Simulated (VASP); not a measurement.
# Ge2Sb2Te5 (P-3m1) in VASP: notebook, part 2 of 3

VASP 6.6.1. Earlier steps stand in the parts before.

### 3 Single point, PBE

INCAR reads:

```
SYSTEM = Ge2Sb2Te5
PREC = Accurate
ENCUT = 520
EDIFF = 1E-6
ISMEAR = -1
SIGMA = 0.05
LREAL = .False.
LASPH = .True.
NELM = 80
ALGO = Normal
ISIF = 2
LWAVE = .False.
LCHARG = .False.
GGA = PE
NBANDS = 44
```

KPOINTS reads:

```
regular mesh
0
Gamma
  7 7 2
  0 0 0
```

POSCAR reads:

```
Ge2Sb2Te5
1.0
    4.2940644248      0.0000000000      0.0000000000
   -2.1470322124      3.7187688774      0.0000000000
    0.0000000000      0.0000000000     17.1013460000
Te Sb Ge
5 2 2
Direct
    0.6666666667      0.3333333333      0.4198920000
    0.3333333333      0.6666666667      0.5801080000
    0.3333333333      0.6666666667      0.2015420000
    0.6666666667      0.3333333333      0.7984580000
    0.0000000000      0.0000000000      0.0000000000
    0.0000000000      0.0000000000      0.3200680000
    0.0000000000      0.0000000000      0.6799320000
    0.6666666667      0.3333333333      0.1028950000
    0.3333333333      0.6666666667      0.8971050000
```

Potentials or basis: VASP PAW PBE potentials, release 64 (Te, Sb, Ge_d).

Command:

```sh
> cat potpaw_PBE.64/Te/POTCAR potpaw_PBE.64/Sb/POTCAR potpaw_PBE.64/Ge_d/POTCAR > POTCAR
> mpirun -np 1 vasp_std > vasp.out
```

OUTCAR:

```text
SYSTEM = Ge2Sb2Te5
   PREC = Accurate
   ENCUT = 520
   EDIFF = 1E-6
   ISMEAR = -1
   LREAL = .False.
   LASPH = .True.
   NELM = 80
   ISIF = 2
   GGA = PE

 ion  position               nearest neighbor table
   1  0.667  0.333  0.420-   6 3.01   6 3.01   6 3.01
   2  0.333  0.667  0.580-   7 3.01   7 3.01   7 3.01
   3  0.333  0.667  0.202-   8 3.00   8 3.00   8 3.00   6 3.20   6 3.20   6 3.20
   4  0.667  0.333  0.798-   9 3.00   9 3.00   9 3.00   7 3.20   7 3.20   7 3.20
   5  0.000  0.000  0.000-   8 3.04   9 3.04   8 3.04   9 3.04   8 3.04   9 3.04
   6  0.000  0.000  0.320-   1 3.01   1 3.01   1 3.01   3 3.20   3 3.20   3 3.20
   7  0.000  0.000  0.680-   2 3.01   2 3.01   2 3.01   4 3.20   4 3.20   4 3.20
   8  0.667  0.333  0.103-   3 3.00   3 3.00   3 3.00   5 3.04   5 3.04   5 3.04
   9  0.333  0.667  0.897-   4 3.00   4 3.00   4 3.00   5 3.04   5 3.04   5 3.04

  LATTYP: Found a hexagonal cell.
 ALAT       =     4.2940644248
 C/A-ratio  =     3.9825545936

  Lattice vectors:

 A1 = (   4.2940644248,   0.0000000000,   0.0000000000)
 A2 = (  -2.1470322124,   3.7187688774,   0.0000000000)
 A3 = (   0.0000000000,   0.0000000000,  17.1013460000)

Analysis of symmetry for initial positions (statically):
=====================================================================
 Subroutine PRICEL returns:
 Original cell was already a primitive cell.

 Routine SETGRP: Setting up the symmetry group for a
 hexagonal supercell.

 Subroutine GETGRP returns: Found 12 space group operations
 (whereof 12 operations were pure point group operations)
 out of a pool of 24 trial point group operations.

The static configuration has the point symmetry D_3d.

Analysis of symmetry for dynamics (positions and initial velocities):
=====================================================================
 Subroutine PRICEL returns:
 Original cell was already a primitive cell.

 Routine SETGRP: Setting up the symmetry group for a
 hexagonal supercell.

 Subroutine GETGRP returns: Found 12 space group operations
 (whereof 12 operations were pure point group operations)
 out of a pool of 24 trial point group operations.

The dynamic configuration has the point symmetry D_3d.

 Subroutine INISYM returns: Found 12 space group operations
 (whereof 12 operations are pure point group operations),
 and found     1 'primitive' translations

----------------------------------------------------------------------------------------

                                     Primitive cell

  volume of cell :     273.0851

  direct lattice vectors                    reciprocal lattice vectors
     4.294064425  0.000000000  0.000000000     0.232879599  0.134453099  0.000000000
    -2.147032212  3.718768877  0.000000000     0.000000000  0.268906198  0.000000000
     0.000000000  0.000000000 17.101346000     0.000000000  0.000000000  0.058474929

  length of vectors
     4.294064425  4.294064425 17.101346000     0.268906198  0.268906198  0.058474929

  position of ions in fractional coordinates (direct lattice)
     0.666666667  0.333333333  0.419892000
     0.333333333  0.666666667  0.580108000
     0.333333333  0.666666667  0.201542000
     0.666666667  0.333333333  0.798458000
     0.000000000  0.000000000  0.000000000
[... 49 lines left out ...]
  0.142857  0.142857  0.000000      6.000000
  0.285714  0.142857  0.000000     12.000000
[... 8 lines left out ...]
  0.428571  0.142857  0.500000      6.000000
  0.285714  0.285714  0.500000      6.000000
   k-points           NKPTS =     16   k-points in BZ     NKDIM =     16   number of bands    NBANDS=     44
   number of dos      NEDOS =    301   number of ions     NIONS =      9
   total plane-waves  NPLWV = 131072
   dimension x,y,z NGX =    32 NGY =   32 NGZ =  128
   dimension x,y,z NGXF=    64 NGYF=   64 NGZF=  256
   ions per type =               5   2   2
   NGX,Y,Z   is equivalent  to a cutoff of  12.39, 12.39, 12.44 a.u.
   NGXF,Y,Z  is equivalent  to a cutoff of  24.78, 24.78, 24.89 a.u.
 SYSTEM =  Ge2Sb2Te5
   PREC   = accura    normal or accurate (medium, high low for compatibility)
   ISTART =      0    job   : 0-new  1-cont  2-samecut
   ICHARG =      2    charge: 1-file 2-atom 10-const
   ISPIN  =      1    spin polarized calculation?
   LNONCOLLINEAR =      F non collinear calculations
   LSORBIT =      F    spin-orbit coupling
   LASPH  =      T    aspherical Exc in radial PAW
   ENCUT  =  520.0 eV  38.22 Ry    6.18 a.u.   7.98  7.98 31.80*2*pi/ulx,y,z
   NELM   =     80;   NELMIN=  2; NELMDL= -5     # of ELM steps
   EDIFF  = 0.1E-05   stopping-criterion for ELM
   LREAL  =      F    real-space projection
   EDIFFG = 0.1E-04   stopping-criterion for IOM
   NSW    =      0    number of steps for IOM
   IBRION =     -1    ionic relax: 0-MD 1-quasi-New 2-CG
   NFREE  =      0    steps in history (QN), initial steepest desc. (CG)
   ISIF   =      2    stress and relaxation
   ISYM   =      2    0-nonsym 1-usesym 2-fastsym
   POTIM  = 0.5000    time-step for ionic-motion
   TEBEG  =    0.0;   TEEND  =   0.0 temperature during run
   PSTRESS=    0.0 pullay stress
   NELECT =      68.0000    total number of electrons
   NUPDOWN=      -1.0000    fix difference up-down
   EMIN   =  10.00;   EMAX   =-10.00  energy-range for DOS
   EFERMI =   0.00;   METHOD = LEGACY
   ISMEAR =    -1;   SIGMA  =   0.05  broadening in eV -4-tet -1-fermi 0-gaus
   EFERMI_NEDOS =   21; number of points for ismear=-14 and -15
   IALGO  =     38    algorithm
   IMIX   =      4    mixing-type and parameters
     AMIX     =   0.40;   BMIX     =  1.00
     AMIX_MAG =   1.60;   BMIX_MAG =  1.00
  volume/ion in A,a.u.               =      30.34       204.76
  Fermi-wavevector in a.u.,A,eV,Ry     =   1.029940  1.946304 14.432730  1.060776
  Thomas-Fermi vector in A             =   2.164013
   LORBIT       =      0    0 simple, 1 ext, 2 COOP (PROOUT), +10 PAW based schemes
   GGA     = PE    functional components
   LHFCALC =     F    Hartree Fock is set to
   AEXX    =    0.0000 exact exchange contribution
   IVDW    =     0    specifies the selected vdW correction
   LEPSILON=     F    determine dielectric tensor
   LRPA    =     F    only Hartree local field effects (RPA)
 non-spin polarized calculation
  energy-cutoff  :      520.00
  volume of cell :      273.09
 maximum number of plane-waves:      7382
 NGX is ok and might be reduce to    32
   NGX = 15   NGY = 15   NGZ = 63

 number of electron      67.9999999 magnetization

 Free energy of the ion-electron system (eV)
  ---------------------------------------------------
  ext. energy  EPLUGINS =         0.00000000
  ---------------------------------------------------
  free energy    TOTEN  =       -33.96743289 eV

  energy without entropy =      -33.96627250  energy(sigma->0) =      -33.96685269

 E-fermi :   6.3356     XC(G=0):  -9.4255

 val. band max:        6.2301807909   @ k =   0.0000   0.0000   0.0000
 cond. band min:       6.5003934533   @ k =   0.0000   0.0000   0.0000
 fundamental gap:      0.2702126624
 Fermi energy:         6.3356305652

 k-point     1 :       0.0000    0.0000    0.0000
  band No.  band energies     occupation
      1     -18.7385      2.00000
      2     -18.7385      2.00000
      3     -18.7379      2.00000
      4     -18.7379      2.00000
      5     -18.7341      2.00000
      6     -18.7338      2.00000
[... 741 lines left out ...]
     43       9.8803      0.00000
     44      10.7048      0.00000

------------------------ aborting loop because EDIFF is reached ----------------------------------------

  FORCE on cell =-STRESS in cart. coord.  units (eV):
  Direction    XX          YY          ZZ          XY          YZ          ZX
  --------------------------------------------------------------------------------------
  -------------------------------------------------------------------------------------
  Total        0.5407208      0.5407208      0.6076993      0.0000000      0.0000000      0.0000000
  in kB        3.1723828      3.1723828      3.5653429      0.0000000      0.0000000      0.0000000
  external PRESSURE =       3.3033695 kB  Pullay stress =       0.0000000 kB

 VOLUME and BASIS-vectors are now :
 -----------------------------------------------------------------------------
  energy-cutoff  :      520.00
  volume of cell :      273.09
      direct lattice vectors                 reciprocal lattice vectors
     4.294064425  0.000000000  0.000000000     0.232879599  0.134453099  0.000000000
    -2.147032212  3.718768877  0.000000000     0.000000000  0.268906198  0.000000000
     0.000000000  0.000000000 17.101346000     0.000000000  0.000000000  0.058474929

 POSITION                                       TOTAL-FORCE (eV/Angst)
 -----------------------------------------------------------------------------------
      2.14703      1.23959      7.18072         0.000000     -0.000000     -0.034498
     -0.00000      2.47918      9.92063        -0.000000      0.000000      0.034498
     -0.00000      2.47918      3.44664         0.000000      0.000000     -0.032385
      2.14703      1.23959     13.65471        -0.000000      0.000000      0.032385
      0.00000      0.00000      0.00000        -0.000000      0.000000      0.000000
      0.00000      0.00000      5.47359        -0.000000     -0.000000     -0.087565
      0.00000      0.00000     11.62775        -0.000000      0.000000      0.087565
      2.14703      1.23959      1.75964        -0.000000      0.000000     -0.090736
     -0.00000      2.47918     15.34170         0.000000      0.000000      0.090736
 -----------------------------------------------------------------------------------
    total drift:                               -0.000000      0.000000     -0.000000

  FREE ENERGIE OF THE ION-ELECTRON SYSTEM (eV)
  ---------------------------------------------------
  free  energy   TOTEN  =       -33.9674328878 eV

  energy  without entropy=      -33.9662724993  energy(sigma->0) =      -33.96685269
```

It took 11 min on 1 thread of Intel Xeon 8259CL, shared host; peak memory 0.45 GiB.

Results:

| Quantity | Value |
| --- | --- |
| Free energy | -33.9674 eV |
| Pressure | 0.3 GPa |
| Largest force | 0.091 eV/Å |
| Band gap on the k mesh | 0.27 eV |

Forces on the atoms (eV/Å):
```
Te   0.000  0.000 -0.034
Te   0.000  0.000  0.034
Te   0.000  0.000 -0.032
Te   0.000  0.000  0.032
Te   0.000  0.000  0.000
Sb   0.000  0.000 -0.088
Sb   0.000  0.000  0.088
Ge   0.000  0.000 -0.091
Ge   0.000  0.000  0.091
```

Levels at points of the mesh, in eV from the valence-band top:
| k point | band 31 | band 32 | band 33 | band 34 | band 35 | band 36 | band 37 | band 38 |
| --- | --- | --- | --- | --- | --- | --- | --- | --- |
| (0.00, 0.00, 0.00) | -1.27 | -1.16 | -0.83 | 0.00 | 0.27 | 0.27 | 0.32 | 0.91 |
| (0.00, 0.00, 0.50) | -1.35 | -1.35 | -0.71 | -0.13 | 0.50 | 0.50 | 0.56 | 0.56 |

Caveat: spin-orbit coupling is left out, which moves the levels of the heavy elements; an odd mesh through Γ misses points on the zone boundary, where band edges can lie.

### 4 Single point, PBEsol

INCAR reads:

```
PREC = Accurate ; ENCUT = 520
EDIFF = 1E-6 ; ISMEAR = -1
SIGMA = 0.05 ; LREAL = False
LASPH = True ; NELM = 60
ALGO = Normal ; ISIF = 2
LWAVE = False ; LCHARG = True
GGA = PS ; LELF = True
LVHAR = True ; NBANDS = 44
```

KPOINTS reads:

```
Automatic mesh
0
Gamma
  7 7 2
```

POSCAR is that of step 3.

Command:

```sh
> cat potpaw_PBE.64/Te/POTCAR potpaw_PBE.64/Sb/POTCAR potpaw_PBE.64/Ge_d/POTCAR > POTCAR
> mpirun -np 1 vasp_std > vasp.out
```

Run time: 8.3 min. Hardware: 1 thread of Intel Xeon 8259CL, shared host; peak memory 0.45 GiB.

It converged, with:

```yaml
Free_energy: -37.5079 eV
Pressure: -2.3 GPa
Largest_force: 0.103 eV/Å
Band_gap_on_the_k_mesh: 0.27 eV
```

Forces on the atoms (eV/Å):
```
Te   0.000  0.000 -0.103
Te   0.000  0.000  0.103
Te   0.000  0.000 -0.038
Te   0.000  0.000  0.038
Te   0.000  0.000  0.000
Sb   0.000  0.000 -0.080
Sb   0.000  0.000  0.080
Ge   0.000  0.000 -0.084
Ge   0.000  0.000  0.084
```

Levels at points of the mesh, in eV from the valence-band top:
| k point | band 30 | band 31 | band 32 | band 33 | band 34 | band 35 | band 36 | band 37 | band 38 | band 39 |
| --- | --- | --- | --- | --- | --- | --- | --- | --- | --- | --- |
| (0.00, 0.00, 0.00) | -1.25 | -1.25 | -1.17 | -0.84 | 0.00 | 0.27 | 0.27 | 0.27 | 0.92 | 0.92 |
| (0.00, 0.00, 0.50) | -1.43 | -1.33 | -1.33 | -0.72 | -0.14 | 0.50 | 0.50 | 0.53 | 0.57 | 0.57 |

Caveat: the PAW data sets were made with another functional, which shifts forces and pressure a little; spin-orbit coupling is left out, which moves the levels of the heavy elements; an odd mesh through Γ misses points on the zone boundary, where band edges can lie.

### 5 Single point, RPBE

INCAR reads:

```
SYSTEM = Ge2Sb2Te5
PREC     = Accurate       ! precision mode
ENCUT    = 520            ! plane-wave cutoff, eV
EDIFF    = 1E-7           ! SCF threshold, eV
ISMEAR   = -1             ! smearing method
SIGMA    = 0.05           ! smearing width, eV
LREAL    = .False.        ! projectors in reciprocal space
LASPH    = .True.         ! aspherical terms in the spheres
NELM     = 80             ! most SCF steps
ALGO     = Normal         ! electronic algorithm
ISIF     = 2              ! what is computed and relaxed
LWAVE    = .False.        ! write WAVECAR
LCHARG   = .True.         ! write CHGCAR
GGA      = RP             ! functional
LELF     = .True.         ! ELF
LVHAR    = .True.       
NBANDS   = 44             ! bands
```

KPOINTS reads:

```
Automatic mesh
0
Gamma
  7 7 2
  0 0 0
```

POSCAR is that of step 4.

Command:

```sh
> cat potpaw_PBE.64/Te/POTCAR potpaw_PBE.64/Sb/POTCAR potpaw_PBE.64/Ge_d/POTCAR > POTCAR
> mpirun -np 1 vasp_std > vasp.out
```

Run time: 12 min. Hardware: 1 thread of Intel Xeon 8259CL, shared host; peak memory 0.46 GiB.

The run converged. Its results:

```
Free energy            : -30.7192 eV
Pressure               : 1.6 GPa
Largest force          : 0.094 eV/Å
Band gap on the k mesh : 0.26 eV
```

Forces on the atoms (eV/Å):
```
Te   0.000  0.000 -0.034
Te   0.000  0.000  0.034
Te   0.000  0.000 -0.026
Te   0.000  0.000  0.026
Te   0.000  0.000  0.000
Sb   0.000  0.000 -0.094
Sb   0.000  0.000  0.094
Ge   0.000  0.000 -0.093
Ge   0.000  0.000  0.093
```

Stress tensor (GPa, compression positive):
```
1.61 0.00 0.00
0.00 1.61 0.00
0.00 0.00 1.70
```

Levels at points of the mesh, in eV from the valence-band top:
| k point | band 31 | band 32 | band 33 | band 34 | band 35 | band 36 | band 37 | band 38 |
| --- | --- | --- | --- | --- | --- | --- | --- | --- |
| (0.00, 0.00, 0.00) | -1.30 | -1.14 | -0.82 | 0.00 | 0.26 | 0.26 | 0.34 | 0.90 |
| (0.00, 0.00, 0.50) | -1.37 | -1.37 | -0.69 | -0.13 | 0.49 | 0.49 | 0.56 | 0.56 |

Caveat: the PAW data sets were made with another functional, which shifts forces and pressure a little; spin-orbit coupling is left out, which moves the levels of the heavy elements; an odd mesh through Γ misses points on the zone boundary, where band edges can lie.

(Continued in part 3 of 3.)
